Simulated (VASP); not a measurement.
# H11C2NO4 in VASP: notebook

The runs below take H11C2NO4 through single point, with r2SCAN+D3(BJ).

Program: VASP 6.6.1. These are calculated values, not measurements. Logs are shortened: lines on timing, memory, paths and dates and some standing lists are left out, and cuts for length are marked.

## 1. The cell of the first run

The cell holds a disordered packing, 18 atoms: a = 5.915 Å, b = 5.915 Å, c = 5.915 Å, α = 90.00°, β = 90.00°, γ = 90.00°.

## 2. Single point, r2SCAN+D3(BJ)

Input file POSCAR:

```
H11C2NO4
1.0
    5.9154820000      0.0000000000      0.0000000000
    0.0000000000      5.9154820000      0.0000000000
    0.0000000000      0.0000000000      5.9154820000
O H C N
4 11 2 1
Direct
    0.3217996437      0.2511545129      0.2829186193
    0.6952265259      0.9608008274      0.0775084769
    0.2760721781      0.7379956528      0.0443581774
    0.9668189338      0.9225114707      0.7152756107
    0.2848119562      0.4002378843      0.2216725535
    0.2500218917      0.1367428723      0.1937796447
    0.7521956791      0.9836392030     -0.0698167960
    0.6464223879      1.1025306137      0.1447219347
    0.1879643958      0.7992417186     -0.0835096785
    0.4340136611      0.7692357106     -0.0010988116
    0.9319274406      0.7754397697      0.6539281161
    1.0479450364      0.9673260776      0.5751179701
    0.7305237342      0.4551784622      0.8718816151
    0.5856834659      0.3027310370      0.6523897799
    0.8437351343      0.4157733892      0.6231952020
    0.6904424694      0.4640027643      0.7029013020
    0.5617969930      0.6719148161      0.6276242578
    0.4181062507      0.7787192996      0.5545786463
```

Input file INCAR.step1:

```
SYSTEM = H11C2NO4
ALGO = Normal ; EDIFF = 1E-5
ENCUT = 1100 ; GGA = PE
GGA_COMPAT = .FALSE. ; ISMEAR = -1
LASPH = .TRUE. ; LCHARG = .FALSE.
LREAL = Auto ; LWAVE = .TRUE.
NBANDS = 39 ; NELM = 120
PREC = Accurate ; SIGMA = 0.02
```

Input file INCAR.step2:

```
SYSTEM = H11C2NO4
ALGO = Normal ; EDIFF = 1E-6
ENCUT = 1100 ; GGA_COMPAT = .FALSE.
ISIF = 2 ; ISMEAR = -1
ISTART = 1 ; IVDW = 12
LASPH = .TRUE. ; LCHARG = .FALSE.
LMIXTAU = .TRUE. ; LREAL = Auto
LWAVE = .FALSE. ; METAGGA = R2SCAN
NBANDS = 39 ; NELM = 120
PREC = Accurate ; SIGMA = 0.02
VDW_A1 = 0.49484001 ; VDW_A2 = 5.73083694
VDW_S6 = 1.0 ; VDW_S8 = 0.78981345
```

Input file KPOINTS:

```
k-points
0
G
  1 1 1
  0 0 0
```

Potentials or basis: VASP PAW PBE potentials, release 64 (O_h, H_h, C_h, N_h).

The run is started by

```console
> cat potpaw_PBE.64/O_h/POTCAR potpaw_PBE.64/H_h/POTCAR potpaw_PBE.64/C_h/POTCAR potpaw_PBE.64/N_h/POTCAR > POTCAR
> cp INCAR.step1 INCAR
> mpirun -np 1 vasp_gam > vasp.out
> cp INCAR.step2 INCAR
> mpirun -np 1 vasp_gam > vasp.out
```

OUTCAR:

```text
SYSTEM = H11C2NO4
   EDIFF = 1E-6
   ENCUT = 1100
   ISIF = 2
   ISMEAR = -1
   ISTART = 1
   IVDW = 12
   LASPH = .TRUE.
   LREAL = Auto
   METAGGA = R2SCAN
   NELM = 120
   PREC = Accurate
 IVDW          = 12

 ion  position               nearest neighbor table
   1  0.322  0.251  0.283-   6 0.96   5 0.98
   2  0.695  0.961  0.078-   7 0.94   8 0.97
   3  0.276  0.738  0.044-   9 0.99  10 0.99
   4  0.967  0.923  0.715-  11 0.96  12 0.99
   5  0.285  0.400  0.222-   1 0.98
   6  0.250  0.137  0.194-   1 0.96
   7  0.752  0.984  0.930-   2 0.94
   8  0.646  0.103  0.145-   2 0.97
   9  0.188  0.799  0.916-   3 0.99
  10  0.434  0.769  0.999-   3 0.99
  11  0.932  0.775  0.654-   4 0.96
  12  0.048  0.967  0.575-   4 0.99
  13  0.731  0.455  0.872-  16 1.03
  14  0.586  0.303  0.652-  16 1.18
  15  0.844  0.416  0.623-  16 1.06
  16  0.690  0.464  0.703-  13 1.03  15 1.06  14 1.18  17 1.51
  17  0.562  0.672  0.628-  18 1.14  16 1.51
  18  0.418  0.779  0.555-  17 1.14

  LATTYP: Found a simple cubic cell.
 ALAT       =     5.9154820000

  Lattice vectors:

 A1 = (   5.9154820000,   0.0000000000,   0.0000000000)
 A2 = (   0.0000000000,   5.9154820000,   0.0000000000)
 A3 = (   0.0000000000,   0.0000000000,   5.9154820000)

Analysis of symmetry for initial positions (statically):
=====================================================================
 Subroutine PRICEL returns:
 Original cell was already a primitive cell.

 Routine SETGRP: Setting up the symmetry group for a
 simple cubic supercell.

 Subroutine GETGRP returns: Found  1 space group operations
 (whereof  1 operations were pure point group operations)
 out of a pool of 48 trial point group operations.

The static configuration has the point symmetry C_1 .

Analysis of symmetry for dynamics (positions and initial velocities):
=====================================================================
 Subroutine PRICEL returns:
 Original cell was already a primitive cell.

 Routine SETGRP: Setting up the symmetry group for a
 simple cubic supercell.

 Subroutine GETGRP returns: Found  1 space group operations
 (whereof  1 operations were pure point group operations)
 out of a pool of 48 trial point group operations.

The dynamic configuration has the point symmetry C_1 .

 Subroutine INISYM returns: Found  1 space group operations
 (whereof  1 operations are pure point group operations),
 and found     1 'primitive' translations

----------------------------------------------------------------------------------------

                                     Primitive cell

  volume of cell :     207.0000

  direct lattice vectors                    reciprocal lattice vectors
     5.915482000  0.000000000  0.000000000     0.169047932  0.000000000  0.000000000
     0.000000000  5.915482000  0.000000000     0.000000000  0.169047932  0.000000000
     0.000000000  0.000000000  5.915482000     0.000000000  0.000000000  0.169047932

  length of vectors
     5.915482000  5.915482000  5.915482000     0.169047932  0.169047932  0.169047932

  position of ions in fractional coordinates (direct lattice)
     0.321799644  0.251154513  0.282918619
     0.695226526  0.960800827  0.077508477
     0.276072178  0.737995653  0.044358177
     0.966818934  0.922511471  0.715275611
     0.284811956  0.400237884  0.221672553
     0.250021892  0.136742872  0.193779645
[... 10 lines left out ...]
     0.561796993  0.671914816  0.627624258
     0.418106251  0.778719300  0.554578646

  ion indices of the primitive-cell ions
   primitive index   ion index
                 1           1
                 2           2
                 3           3
                 4           4
                 5           5
                 6           6
[... 10 lines left out ...]
                17          17
                18          18

----------------------------------------------------------------------------------------

 KPOINTS: k-points

Automatic generation of k-mesh.
 Grid dimensions read from file:
 generate k-points for:    1    1    1

 Generating k-lattice:

  Cartesian coordinates                     Fractional coordinates (reciprocal lattice)
     0.169047932  0.000000000  0.000000000     1.000000000  0.000000000  0.000000000
     0.000000000  0.169047932  0.000000000     0.000000000  1.000000000  0.000000000
     0.000000000  0.000000000  0.169047932     0.000000000  0.000000000  1.000000000

  Length of vectors
     0.169047932  0.169047932  0.169047932

  Shift w.r.t. Gamma in fractional coordinates (k-lattice)
     0.000000000  0.000000000  0.000000000

 Subroutine IBZKPT returns following result:
 ===========================================

 Found      1 irreducible k-points:

 Following reciprocal coordinates:
            Coordinates               Weight
  0.000000  0.000000  0.000000      1.000000
   k-points           NKPTS =      1   k-points in BZ     NKDIM =      1   number of bands    NBANDS=     39
   number of dos      NEDOS =    301   number of ions     NIONS =     18
   total plane-waves  NPLWV = 262144
   dimension x,y,z NGX =    64 NGY =   64 NGZ =   64
   dimension x,y,z NGXF=   128 NGYF=  128 NGZF=  128
   ions per type =               4  11   2   1
   NGX,Y,Z   is equivalent  to a cutoff of  17.99, 17.99, 17.99 a.u.
   NGXF,Y,Z  is equivalent  to a cutoff of  35.97, 35.97, 35.97 a.u.
 SYSTEM =  H11C2NO4
   PREC   = accura    normal or accurate (medium, high low for compatibility)
   ISTART =      1    job   : 0-new  1-cont  2-samecut
   ICHARG =      0    charge: 1-file 2-atom 10-const
   ISPIN  =      1    spin polarized calculation?
   LNONCOLLINEAR =      F non collinear calculations
   LSORBIT =      F    spin-orbit coupling
   LASPH  =      T    aspherical Exc in radial PAW
   ENCUT  = 1100.0 eV  80.85 Ry    8.99 a.u.  16.00 16.00 16.00*2*pi/ulx,y,z
   NELM   =    120;   NELMIN=  2; NELMDL=  0     # of ELM steps
   EDIFF  = 0.1E-05   stopping-criterion for ELM
   LREAL  =      T    real-space projection
   EDIFFG = 0.1E-04   stopping-criterion for IOM
   NSW    =      0    number of steps for IOM
   IBRION =     -1    ionic relax: 0-MD 1-quasi-New 2-CG
   NFREE  =      0    steps in history (QN), initial steepest desc. (CG)
   ISIF   =      2    stress and relaxation
   ISYM   =      2    0-nonsym 1-usesym 2-fastsym
   POTIM  = 0.5000    time-step for ionic-motion
   TEBEG  =    0.0;   TEEND  =   0.0 temperature during run
   PSTRESS=    0.0 pullay stress
   NELECT =      48.0000    total number of electrons
   NUPDOWN=      -1.0000    fix difference up-down
   EMIN   =  10.00;   EMAX   =-10.00  energy-range for DOS
   EFERMI =   0.00;   METHOD = LEGACY
   ISMEAR =    -1;   SIGMA  =   0.02  broadening in eV -4-tet -1-fermi 0-gaus
   EFERMI_NEDOS =   21; number of points for ismear=-14 and -15
   IALGO  =     38    algorithm
   IMIX   =      4    mixing-type and parameters
     AMIX     =   0.40;   BMIX     =  1.00
     AMIX_MAG =   1.60;   BMIX_MAG =  1.00
  volume/ion in A,a.u.               =      11.50        77.61
  Fermi-wavevector in a.u.,A,eV,Ry     =   1.005769  1.900629 13.763275  1.011572
  Thomas-Fermi vector in A             =   2.138470
   LORBIT       =      0    0 simple, 1 ext, 2 COOP (PROOUT), +10 PAW based schemes
   METAGGA = R2SCAN    functional components
   LHFCALC =     F    Hartree Fock is set to
   AEXX    =    0.0000 exact exchange contribution
   IVDW    =    12    specifies the selected vdW correction
   LEPSILON=     F    determine dielectric tensor
   LRPA    =     F    only Hartree local field effects (RPA)
 non-spin polarized calculation
  energy-cutoff  :     1100.00
  volume of cell :      207.00
 maximum number of plane-waves:      8536
 NGX is ok and might be reduce to    64
   NGX = 31   NGY = 31   NGZ = 31

 number of electron      48.0000001 magnetization

 Free energy of the ion-electron system (eV)
  ---------------------------------------------------
  ext. energy  EPLUGINS =         0.00000000
  ---------------------------------------------------
  free energy    TOTEN  =      -101.39703853 eV

  energy without entropy =     -101.39703853  energy(sigma->0) =     -101.39703853

 E-fermi :  -2.9724     XC(G=0):  -6.8152

 val. band max:       -3.5538877211   @ k =   0.0000   0.0000   0.0000
 cond. band min:       1.3536631676   @ k =   0.0000   0.0000   0.0000
 fundamental gap:      4.9075508887
 Fermi energy:        -2.9724043285

 k-point     1 :       0.0000    0.0000    0.0000
  band No.  band energies     occupation
      1     -24.2673      2.00000
      2     -23.1021      2.00000
      3     -22.9192      2.00000
      4     -22.2823      2.00000
      5     -20.9853      2.00000
      6     -16.8607      2.00000
[... 28 lines left out ...]
     35       7.5155      0.00000
     36       7.6153      0.00000
 [bands above 36 left out]

------------------------ aborting loop because EDIFF is reached ----------------------------------------

 Edisp (eV)   -0.32842

 E8    (eV) :    -0.0508

  FORCE on cell =-STRESS in cart. coord.  units (eV):
  Direction    XX          YY          ZZ          XY          YZ          ZX
  --------------------------------------------------------------------------------------
  -------------------------------------------------------------------------------------
  Total       0.42257    -6.13691     2.46017     1.06215    -0.25649    -1.14660
  in kB       3.27069   -47.49963    19.04167     8.22104    -1.98525    -8.87463
  external pressure =       -8.40 kB  Pullay stress =        0.00 kB

 VOLUME and BASIS-vectors are now :
 -----------------------------------------------------------------------------
  energy-cutoff  :     1100.00
  volume of cell :      207.00
      direct lattice vectors                 reciprocal lattice vectors
     5.915482000  0.000000000  0.000000000     0.169047932  0.000000000  0.000000000
     0.000000000  5.915482000  0.000000000     0.000000000  0.169047932  0.000000000
     0.000000000  0.000000000  5.915482000     0.000000000  0.000000000  0.169047932

 POSITION                                       TOTAL-FORCE (eV/Angst)
 -----------------------------------------------------------------------------------
      1.90360      1.48570      1.67360         0.325532      0.845213      0.368985
      4.11260      5.68360      0.45850        -0.446224     -0.214702      1.385049
      1.63310      4.36560      0.26240         0.147084      0.201056     -0.938353
      5.71920      5.45710      4.23120         0.842885      0.061594     -1.987816
      1.68480      2.36760      1.31130        -0.035415     -0.524869     -0.092074
      1.47900      0.80890      1.14630        -0.146971     -0.206172     -0.334479
[... 10 lines left out ...]
      3.32330      3.97470      3.71270         1.433033     -3.443812      0.427929
      2.47330      4.60650      3.28060        -0.426373      1.099649     -0.328460
 -----------------------------------------------------------------------------------
    total drift:                               -0.008616     -0.005111     -0.000584

  FREE ENERGIE OF THE ION-ELECTRON SYSTEM (eV)
  ---------------------------------------------------
  free  energy   TOTEN  =      -101.7254626587 eV

  energy  without entropy=     -101.7254626587  energy(sigma->0) =     -101.72546266
```

Wall time 2.2 min (1 thread of Intel Xeon Platinum 8375C at 2.90GHz (Ice Lake), shared host); peak memory 0.62 GiB.

Results:

```yaml
Free_energy: -101.7255 eV
Pressure: -0.8 GPa
Largest_force: 3.755 eV/Å
Dispersion_energy_per_atom: -0.018 eV
```

Forces on the atoms (eV/Å):
```
O    0.326  0.845  0.369
O   -0.446 -0.215  1.385
O    0.147  0.201 -0.938
O    0.843  0.062 -1.988
H   -0.035 -0.525 -0.092
H   -0.147 -0.206 -0.334
H    0.580  0.637 -0.893
H   -0.171 -0.376 -0.361
H    0.373 -0.340  0.692
H   -0.979  0.136  0.784
H   -0.353 -0.402  0.566
H   -0.041  0.602  1.156
H   -0.038  0.312  2.479
H    0.422  1.810  0.641
H    1.134  0.691 -1.091
C   -2.620 -0.889 -2.474
C    1.433 -3.444  0.428
N   -0.426  1.100 -0.328
```

Caveat: the k points lie up to 1.06 Å⁻¹ apart, too coarse for converged energies, forces and pressures; the atoms stand as in a frame of molecular dynamics; the PAW data sets were made with another functional, which shifts forces and pressure a little.

## 3. Single point, r2SCAN+D3(BJ)

Input file POSCAR:

```
H11C2NO4
1.0
    5.9154820000      0.0000000000      0.0000000000
    0.0000000000      5.9154820000      0.0000000000
    0.0000000000      0.0000000000      5.9154820000
O H C N
4 11 2 1
Direct
    0.3406992025      0.2609931025      0.2442404524
    0.6792853059      0.9529231937      0.0852677770
    0.2618214374      0.7536663961      0.0584060606
    0.9968418465      0.9347505410      0.7189439508
    0.2799771853      0.3978543084      0.1824534332
    0.2375968687      0.1345959636      0.2463028372
    0.7652461794      1.0293835735     -0.0308681524
    0.5596331795      1.0579695788      0.1232190378
    0.1680505494      0.8289434403     -0.0657765504
    0.3989531200      0.8294674889      0.0538417664
    1.0233316575      0.7989374323      0.6222823432
    1.1274820885      1.0073566279      0.6544521647
    0.6798600689      0.4320527051      0.8570053970
    0.5907210942      0.2691581176      0.5992242052
    0.8313946353      0.4207603032      0.5898927594
    0.6636314674      0.4289422231      0.6741631536
    0.5413760028      0.6301261672      0.6110744653
    0.4420265331      0.7963509990      0.6013373044
```

Input file INCAR.step1:

```
  PREC = Accurate
  ENCUT = 1100
  ISMEAR = -1
  SIGMA = 0.02
  LREAL = Auto
  LASPH = True
  NELM = 120
  NBANDS = 39
  GGA = PE
  ALGO = Normal
  EDIFF = 1E-5
  LWAVE = True
  LCHARG = False
  GGA_COMPAT = False
```

Input file INCAR.step2:

```
  PREC = Accurate
  ENCUT = 1100
  EDIFF = 1E-6
  ISMEAR = -1
  SIGMA = 0.02
  LREAL = Auto
  LASPH = True
  NELM = 120
  ALGO = Normal
  ISIF = 2
  LWAVE = False
  LCHARG = True
  METAGGA = R2SCAN
  LMIXTAU = True
  IVDW = 12
  VDW_S6 = 1.0
  VDW_S8 = 0.78981345
  VDW_A1 = 0.49484001
  VDW_A2 = 5.73083694
  LELF = True
  LVHAR = True
  NBANDS = 39
  ISTART = 1
  GGA_COMPAT = False
```

Input file KPOINTS:

```
Automatic mesh
0
Gamma
  1 1 1
```

Potentials or basis: VASP PAW PBE potentials, release 64 (O_h, H_h, C_h, N_h).

The run is started by

```console
> cat potpaw_PBE.64/O_h/POTCAR potpaw_PBE.64/H_h/POTCAR potpaw_PBE.64/C_h/POTCAR potpaw_PBE.64/N_h/POTCAR > POTCAR
> cp INCAR.step1 INCAR
> mpirun -np 1 vasp_gam > vasp.out
> cp INCAR.step2 INCAR
> mpirun -np 1 vasp_gam > vasp.out
```

Wall time 1.8 min (1 thread of Intel Xeon Platinum 8559C (Emerald Rapids), shared host); peak memory 0.64 GiB.

The run converged. Its results:

| Item | Value |
| --- | --- |
| Free energy | -102.1719 eV |
| Pressure | -0.6 GPa |
| Largest force | 3.507 eV/Å |
| Dispersion energy per atom | -0.018 eV |

Forces on the atoms (eV/Å):
```
O    0.808 -0.622  0.524
O    0.168  0.300 -0.033
O   -3.370 -0.330 -0.913
O    0.624 -1.120 -1.415
H   -0.566  0.213 -0.285
H   -0.346  0.474 -0.259
H   -0.096 -0.395 -0.040
H    0.251  0.554  0.313
H    0.873 -1.036  1.469
H    2.162  0.521 -0.246
H   -0.934  0.573  0.917
H    0.359  0.885  0.276
H    0.024 -0.317  0.066
H   -0.216  0.796  0.817
H   -0.287  0.444  0.494
C    0.442 -0.711 -1.482
C    0.433 -0.659  0.526
N   -0.329  0.431 -0.728
```

Stress tensor (GPa, compression positive):
```
 1.79  1.57  0.15
 1.57 -2.35 -0.63
 0.15 -0.63 -1.10
```

Levels at points of the mesh, in eV from the Fermi level:
```
           k point  band 21  band 22  band 23  band 24  band 25  band 26  band 27  band 28
(0.00, 0.00, 0.00)    -1.63    -1.57    -0.95    -0.53     4.60     6.07     6.37     7.77
```

Caveat: the k points lie up to 1.06 Å⁻¹ apart, too coarse for converged energies, forces and pressures; the PAW data sets were made with another functional, which shifts forces and pressure a little.
